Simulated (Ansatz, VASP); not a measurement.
HCl: VASP beside Ansatz

```
H Cl
1.0
     0.00000    2.77856    2.81962
     2.77856    0.00000    2.81962
     2.77856    2.77856    0.00000
H Cl
1 1
Cartesian
  0.0000 0.0000 0.0000
  2.7786 2.7786 2.8196
```

Change from the starting cell: strain +0.015 along x and y, +0.030 along z, atoms carried along.

Alike in both runs: task single point; functional r2SCAN; k mesh 16 × 16 × 16; occupations gaussian, width 0.15 eV; no spin polarisation.

```csv
,VASP,Ansatz
version,VASP 6.6.1,Ansatz 0.2.0
potentials or method,"VASP PAW PBE potentials, release 64 (H, Cl), cutoff 520 eV","scalar-relativistic, plane waves, PAW"
valence electrons in the cell,8,8
```

VASP gave:

| Item | Value |
| --- | --- |
| pressure (GPa) | -9.7 |
| traceless stress, the component that is largest in VASP (GPa) | 0.75 |

Problem. Which values does Ansatz return?

Solution. Pressure (GPa): -9.6; traceless stress, the component that is largest in VASP (GPa): 0.75.

VASP's potentials were made for PBE, not for r2SCAN.
